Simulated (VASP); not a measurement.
# GaP (F-43m) in VASP: a series of runs, part 2 of 2

VASP 6.6.1. Earlier steps stand in the parts before.

### 3 G0W0 quasiparticle levels, LDA

POSCAR reads:

```
GaP
1.0
    0.0000000000      2.7253992957      2.7253992957
    2.7253992957      0.0000000000      2.7253992957
    2.7253992957      2.7253992957      0.0000000000
Ga P
1 1
Direct
    0.0000000000      0.0000000000      0.0000000000
    0.2500000000      0.2500000000      0.2500000000
```

INCAR.step1 reads:

```
PREC = Accurate
ENCUT = 500
EDIFF = 1E-8
ISMEAR = 0
SIGMA = 0.01
LREAL = False
LASPH = True
NELM = 100
ALGO = Normal
LWAVE = True
LCHARG = False
```

INCAR.step2 reads:

```
PREC = Accurate
ENCUT = 500
EDIFF = 1E-8
ISMEAR = 0
SIGMA = 0.01
LREAL = False
LASPH = True
NELM = 1
ALGO = Exact
LWAVE = True
LCHARG = False
NBANDS = 39
LOPTICS = True
ISTART = 1
```

INCAR.step3 reads:

```
PREC = Accurate
ENCUT = 500
EDIFF = 1E-8
ISMEAR = 0
SIGMA = 0.01
LREAL = False
LASPH = True
ALGO = EVGW0
LWAVE = False
LCHARG = False
NELMGW = 1
NBANDS = 39
ENCUTGW = 60
NOMEGA = 48
PRECFOCK = Fast
ISTART = 1
NBANDSGW = 17
```

KPOINTS reads:

```
regular mesh
0
Gamma
  4 4 4
```

Potentials or basis: VASP PAW LDA potentials, release 64 (Ga_d_GW, P_GW).

Started as:

```bash
$ cat potpaw_LDA.64/Ga_d_GW/POTCAR potpaw_LDA.64/P_GW/POTCAR > POTCAR
$ cp INCAR.step1 INCAR
$ mpirun -np 1 vasp_std > vasp.out
$ cp INCAR.step2 INCAR
$ mpirun -np 1 vasp_std > vasp.out
$ cp INCAR.step3 INCAR
$ mpirun -np 1 vasp_std > vasp.out
```

OUTCAR:

```text
PREC = Accurate
   ENCUT = 500
   EDIFF = 1E-8
   ISMEAR = 0
   LREAL = False
   LASPH = True
   NELMGW = 1
   ENCUTGW = 60
   PRECFOCK = Fast
   ISTART = 1

 ion  position               nearest neighbor table
   1  0.000  0.000  0.000-   2 2.36   2 2.36   2 2.36   2 2.36
   2  0.250  0.250  0.250-   1 2.36   1 2.36   1 2.36   1 2.36

  LATTYP: Found a face centered cubic cell.
 ALAT       =     5.4507985914

  Lattice vectors:

 A1 = (   0.0000000000,   2.7253992957,   2.7253992957)
 A2 = (   2.7253992957,   0.0000000000,   2.7253992957)
 A3 = (   2.7253992957,   2.7253992957,   0.0000000000)

Analysis of symmetry for initial positions (statically):
=====================================================================
 Subroutine PRICEL returns:
 Original cell was already a primitive cell.

 Routine SETGRP: Setting up the symmetry group for a
 face centered cubic supercell.

 Subroutine GETGRP returns: Found 24 space group operations
 (whereof 24 operations were pure point group operations)
[... 123 lines left out ...]
   LORBIT       =      0    0 simple, 1 ext, 2 COOP (PROOUT), +10 PAW based schemes
   GGA     = CA    functional components
   LHFCALC =     T    Hartree Fock is set to
   PRECFOCK=fast      Normal, Fast or Accurate (Low or Medium for compatibility)
   ENCUT4O =  -1.0   cutoff for four orbital integrals eV
   NKREDX  =     1    reduce k-point grid by
   NKREDY  =     1    reduce k-point grid by
   NKREDZ  =     1    reduce k-point grid by
   AEXX    =    1.0000 exact exchange contribution
   HFSCREEN=    0.0000 screening length (either q_TF or 0.3 A-1)
   HFSCREENC=   0.0000 screening length for correlation (either q_TF or 0.3 A-1)
   ENCUTFOCK=  -1.0 apply spherical cutoff to Coloumb kernel
   IVDW    =     0    specifies the selected vdW correction
   LEPSILON=     F    determine dielectric tensor
   LRPA    =     F    only Hartree local field effects (RPA)
   LRPAFORCE           =     F    calculate RPA forces
   ENCUTGW             =  60.0    cutoff for response function in eV
   ENCUTGWSOFT         =  48.0    soft cutoff for Coulomb kernel in GW response function in eV
   ENCUTLF             =  -1.0    cutoff for local field effects
   NELMGW              =     1    number of iterations in solving QP/BSE equation
   NELMHF              =     1    number of iterations in the inner HF iteration
   NKREDLFX            =     1    NKREDLFY  =   1   NKREDLFZ  =   1
 non-spin polarized calculation
 Gauss-broadening in eV      SIGMA  =   0.01
  energy-cutoff  :      500.00
  volume of cell :       40.49
 maximum number of plane-waves:      1056
  NGX = 16; NGY = 16; NGZ = 16
   NGX = 13   NGY = 13   NGZ = 13
 maximum number of plane-waves:        51
 NGX is ok and might be reduce to    10

 QP shifts <psi_nk| G(iteration)W_0 |psi_nk>: iteration 1
 for sc-GW calculations column KS-energies equals QP-energies in previous step
 and V_xc(KS)=  KS-energies - (<T + V_ion + V_H > + <T+V_H+V_ion>^1  + <V_x>^1)

 k-point   1 :       0.0000    0.0000    0.0000
  band No.  KS-energies  QP-energies   sigma(KS)   V_xc(KS)     V^pw_x(r,r')   Z            occupation Imag(sigma)

      1     -10.5440     -13.7998     -26.5951     -21.8385     -34.9794       0.6845       2.0000       0.2485
      2     -10.5440     -13.7998     -26.5951     -21.8385     -34.9794       0.6845       2.0000       0.2485
      3     -10.5440     -13.7998     -26.5951     -21.8385     -34.9794       0.6845       2.0000       0.2485
      4     -10.4478     -13.7511     -26.7679     -21.9565     -35.1079       0.6866       2.0000       0.2123
      5     -10.4478     -13.7511     -26.7679     -21.9565     -35.1079       0.6866       2.0000       0.2123
      6      -8.3089      -8.3098     -11.5466     -11.5453     -18.6271       0.6491       2.0000       1.0780
[... 143 lines left out ...]
      3     -10.4862     -13.7850     -26.7128     -21.9288     -35.0919       0.6896       2.0000       0.2396
      4     -10.4632     -13.7534     -26.7315     -21.9306     -35.0770       0.6853       2.0000       0.2167
      5     -10.4397     -13.7556     -26.7737     -21.9663     -35.1225       0.6898       2.0000       0.2115
      6      -5.1991      -5.2701     -13.0249     -12.9230     -19.2149       0.6967       2.0000       0.7217
[... 9 lines left out ...]
     16      17.7732      18.9121      -9.9211     -11.4596      -4.0299       0.7403       0.0000      -0.6729
     17      17.8584      18.6705      -9.5028     -10.5832      -3.7095       0.7516       0.0000      -0.6878
```

OUTCAR.step1:

```text
PREC = Accurate
   ENCUT = 500
   EDIFF = 1E-8
   ISMEAR = 0
   LREAL = False
[... 329 lines left out ...]
      0.00000      0.00000      0.00000        -0.000000     -0.000000     -0.000000
      1.36270      1.36270      1.36270         0.000000      0.000000      0.000000
 -----------------------------------------------------------------------------------
    total drift:                               -0.000000     -0.000000     -0.000000

  FREE ENERGIE OF THE ION-ELECTRON SYSTEM (eV)
  ---------------------------------------------------
  free  energy   TOTEN  =       -10.2821462296 eV

  energy  without entropy=      -10.2821462296  energy(sigma->0) =      -10.28214623
```

OUTCAR.step2:

```text
PREC = Accurate
   ENCUT = 500
   EDIFF = 1E-8
   ISMEAR = 0
   LREAL = False
[... 727 lines left out ...]
     0.00000    22.40701    22.40701    22.40701    -0.00000    -0.00000     0.00000
     0.68707    23.96191    23.96191    23.96191    -0.00000    -0.00000     0.00000
     1.37414    33.43253    33.43253    33.43253    -0.00000    -0.00000     0.00000
     2.06121    27.30224    27.30224    27.30224    -0.00000    -0.00000     0.00000
     2.74829   -38.89590   -38.89590   -38.89590    -0.00000     0.00000    -0.00000
     3.43536    16.58142    16.58142    16.58142    -0.00000    -0.00000    -0.00000
[... 92 lines left out ...]
    67.33299     0.90760     0.90760     0.90760     0.00000     0.00000     0.00000
    68.02006     0.90981     0.90981     0.90981     0.00000     0.00000     0.00000
```

It took 55 s on 1 thread of AMD EPYC 9R45 (Zen 5), shared host; peak memory 0.34 GiB.

Results:

- Band gap on the k mesh, mean-field level: 1.46 eV, indirect (least direct gap 1.62 eV)
- Quasiparticle gap: 1.85 eV
- Least direct quasiparticle gap: 2.68 eV

Levels at points of the mesh, in eV from the valence-band top:
```csv
k point,band 5,band 6,band 7,band 8,band 9,band 10,band 11,band 12,band 13
"(0.00, 0.00, 0.00)",-14.66,-12.52,0.00,0.00,0.00,1.62,3.75,3.75,3.75
"(0.50, 0.00, 0.00)",-14.65,-10.43,-6.73,-1.14,-1.14,1.49,4.59,4.59,8.01
"(0.50, 0.50, 0.00)",-14.64,-9.51,-6.87,-2.72,-2.72,1.46,1.65,10.41,10.41
```

Caveat: the k points lie up to 0.50 Å⁻¹ apart; bands, screening cutoff and mesh are small and nothing is extrapolated, so the quasiparticle values aren't converged. A k mesh can miss the band edges.

### 4 G0W0 quasiparticle levels, LDA

POSCAR is that of step 3.

INCAR.step1 reads:

```
PREC = Accurate ; ENCUT = 500
EDIFF = 1E-8 ; ISMEAR = 0
SIGMA = 0.01 ; LREAL = F
LASPH = T ; NELM = 60
ALGO = Normal ; LWAVE = T
LCHARG = F
```

INCAR.step2 reads:

```
PREC = Accurate ; ENCUT = 500
EDIFF = 1E-8 ; ISMEAR = 0
SIGMA = 0.01 ; LREAL = F
LASPH = T ; NELM = 1
ALGO = Exact ; LWAVE = T
LCHARG = F ; NBANDS = 39
LOPTICS = T ; ISTART = 1
```

INCAR.step3 reads:

```
PREC = Accurate ; ENCUT = 500
EDIFF = 1E-8 ; ISMEAR = 0
SIGMA = 0.01 ; LREAL = F
LASPH = T ; ALGO = EVGW0
LWAVE = F ; LCHARG = F
NELMGW = 1 ; NBANDS = 39
ENCUTGW = 100.0 ; NOMEGA = 48
PRECFOCK = Fast ; ISTART = 1
NBANDSGW = 17
```

KPOINTS reads:

```
Automatic mesh
0
Gamma
  4 4 4
```

Potentials or basis: VASP PAW LDA potentials, release 64 (Ga_d_GW, P_GW).

Started as:

```bash
$ cat potpaw_LDA.64/Ga_d_GW/POTCAR potpaw_LDA.64/P_GW/POTCAR > POTCAR
$ cp INCAR.step1 INCAR
$ mpirun -np 1 vasp_std > vasp.out
$ cp INCAR.step2 INCAR
$ mpirun -np 1 vasp_std > vasp.out
$ cp INCAR.step3 INCAR
$ mpirun -np 1 vasp_std > vasp.out
```

OUTCAR:

```text
PREC = Accurate
   ENCUT = 500
   EDIFF = 1E-8
   ISMEAR = 0
   LREAL = F
   LASPH = T
   NELMGW = 1
   ENCUTGW = 100.0
   PRECFOCK = Fast
   ISTART = 1

 ion  position               nearest neighbor table
   1  0.000  0.000  0.000-   2 2.36   2 2.36   2 2.36   2 2.36
   2  0.250  0.250  0.250-   1 2.36   1 2.36   1 2.36   1 2.36

  LATTYP: Found a face centered cubic cell.
 ALAT       =     5.4507985914

  Lattice vectors:

 A1 = (   0.0000000000,   2.7253992957,   2.7253992957)
 A2 = (   2.7253992957,   0.0000000000,   2.7253992957)
 A3 = (   2.7253992957,   2.7253992957,   0.0000000000)

Analysis of symmetry for initial positions (statically):
=====================================================================
 Subroutine PRICEL returns:
 Original cell was already a primitive cell.

 Routine SETGRP: Setting up the symmetry group for a
 face centered cubic supercell.

 Subroutine GETGRP returns: Found 24 space group operations
 (whereof 24 operations were pure point group operations)
 out of a pool of 48 trial point group operations.

The static configuration has the point symmetry T_d .

Analysis of symmetry for dynamics (positions and initial velocities):
=====================================================================
 Subroutine PRICEL returns:
 Original cell was already a primitive cell.

 Routine SETGRP: Setting up the symmetry group for a
 face centered cubic supercell.

 Subroutine GETGRP returns: Found 24 space group operations
 (whereof 24 operations were pure point group operations)
 out of a pool of 48 trial point group operations.

The dynamic configuration has the point symmetry T_d .
[... 75 lines left out ...]
   ICHARG =      0    charge: 1-file 2-atom 10-const
   ISPIN  =      1    spin polarized calculation?
   LNONCOLLINEAR =      F non collinear calculations
   LSORBIT =      F    spin-orbit coupling
   LASPH  =      T    aspherical Exc in radial PAW
   ENCUT  =  500.0 eV  36.75 Ry    6.06 a.u.   7.03  7.03  7.03*2*pi/ulx,y,z
   NELM   =     60;   NELMIN=  2; NELMDL=  0     # of ELM steps
   EDIFF  = 0.1E-07   stopping-criterion for ELM
   LREAL  =      F    real-space projection
   EDIFFG = 0.1E-06   stopping-criterion for IOM
   NSW    =      0    number of steps for IOM
   IBRION =     -1    ionic relax: 0-MD 1-quasi-New 2-CG
   NFREE  =      0    steps in history (QN), initial steepest desc. (CG)
   ISIF   =      0    stress and relaxation
   ISYM   =      3    0-nonsym 1-usesym 2-fastsym
   POTIM  = 0.5000    time-step for ionic-motion
   TEBEG  =    0.0;   TEEND  =   0.0 temperature during run
   PSTRESS=    0.0 pullay stress
   NELECT =      18.0000    total number of electrons
   NUPDOWN=      -1.0000    fix difference up-down
   EMIN   =  10.00;   EMAX   =-10.00  energy-range for DOS
   EFERMI =   0.00;   METHOD = LEGACY
   ISMEAR =     0;   SIGMA  =   0.01  broadening in eV -4-tet -1-fermi 0-gaus
   EFERMI_NEDOS =   21; number of points for ismear=-14 and -15
   IALGO  =     38    algorithm
   IMIX   =      4    mixing-type and parameters
     AMIX     =   0.40;   BMIX     =  1.00
     AMIX_MAG =   1.60;   BMIX_MAG =  1.00
  volume/ion in A,a.u.               =      20.24       136.61
  Fermi-wavevector in a.u.,A,eV,Ry     =   1.249469  2.361154 21.241049  1.561173
  Thomas-Fermi vector in A             =   2.383508
   LORBIT       =      0    0 simple, 1 ext, 2 COOP (PROOUT), +10 PAW based schemes
   GGA     = CA    functional components
   LHFCALC =     T    Hartree Fock is set to
   PRECFOCK=fast      Normal, Fast or Accurate (Low or Medium for compatibility)
   ENCUT4O =  -1.0   cutoff for four orbital integrals eV
   NKREDX  =     1    reduce k-point grid by
   NKREDY  =     1    reduce k-point grid by
   NKREDZ  =     1    reduce k-point grid by
   AEXX    =    1.0000 exact exchange contribution
   HFSCREEN=    0.0000 screening length (either q_TF or 0.3 A-1)
   HFSCREENC=   0.0000 screening length for correlation (either q_TF or 0.3 A-1)
   ENCUTFOCK=  -1.0 apply spherical cutoff to Coloumb kernel
   IVDW    =     0    specifies the selected vdW correction
   LEPSILON=     F    determine dielectric tensor
   LRPA    =     F    only Hartree local field effects (RPA)
   LRPAFORCE           =     F    calculate RPA forces
   ENCUTGW             = 100.0    cutoff for response function in eV
   ENCUTGWSOFT         =  80.0    soft cutoff for Coulomb kernel in GW response function in eV
   ENCUTLF             =  -1.0    cutoff for local field effects
   NELMGW              =     1    number of iterations in solving QP/BSE equation
   NELMHF              =     1    number of iterations in the inner HF iteration
   NKREDLFX            =     1    NKREDLFY  =   1   NKREDLFZ  =   1
 non-spin polarized calculation
 Gauss-broadening in eV      SIGMA  =   0.01
  energy-cutoff  :      500.00
  volume of cell :       40.49
 maximum number of plane-waves:      1056
  NGX = 16; NGY = 16; NGZ = 16
   NGX = 13   NGY = 13   NGZ = 13
 maximum number of plane-waves:       100
 NGX is ok and might be reduce to    14

 QP shifts <psi_nk| G(iteration)W_0 |psi_nk>: iteration 1
 for sc-GW calculations column KS-energies equals QP-energies in previous step
 and V_xc(KS)=  KS-energies - (<T + V_ion + V_H > + <T+V_H+V_ion>^1  + <V_x>^1)

 k-point   1 :       0.0000    0.0000    0.0000
  band No.  KS-energies  QP-energies   sigma(KS)   V_xc(KS)     V^pw_x(r,r')   Z            occupation Imag(sigma)

      1     -10.5440     -13.2633     -25.8024     -21.8385     -34.9794       0.6860       2.0000       0.2446
      2     -10.5440     -13.2633     -25.8024     -21.8385     -34.9794       0.6860       2.0000       0.2446
      3     -10.5440     -13.2633     -25.8024     -21.8385     -34.9794       0.6860       2.0000       0.2446
      4     -10.4478     -13.2029     -25.9621     -21.9565     -35.1079       0.6878       2.0000       0.2112
      5     -10.4478     -13.2029     -25.9621     -21.9565     -35.1079       0.6878       2.0000       0.2112
      6      -8.3089      -8.3656     -11.6329     -11.5453     -18.6271       0.6472       2.0000       1.0797
[... 143 lines left out ...]
      3     -10.4862     -13.2398     -25.9138     -21.9288     -35.0919       0.6910       2.0000       0.2366
      4     -10.4632     -13.2080     -25.9276     -21.9306     -35.0770       0.6867       2.0000       0.2151
      5     -10.4397     -13.2039     -25.9676     -21.9663     -35.1225       0.6908       2.0000       0.2102
      6      -5.1991      -5.3377     -13.1223     -12.9230     -19.2149       0.6955       2.0000       0.7235
[... 9 lines left out ...]
     16      17.7732      18.8674      -9.9791     -11.4596      -4.0299       0.7391       0.0000      -0.6893
     17      17.8584      18.6705      -9.5007     -10.5832      -3.7095       0.7502       0.0000      -0.6817
```

Run time: 2.3 min. Hardware: 1 thread of Intel Xeon 8259CL, shared host; peak memory 0.37 GiB.

What came out:

```
Band gap on the k mesh, mean-field level : 1.46 eV, indirect (least direct gap 1.62 eV)
Quasiparticle gap                        : 1.93 eV
Least direct quasiparticle gap           : 2.66 eV
```

Caveat: the k points lie up to 0.50 Å⁻¹ apart; bands, screening cutoff and mesh are small and nothing is extrapolated, so the quasiparticle values aren't converged. A k mesh can miss the band edges.
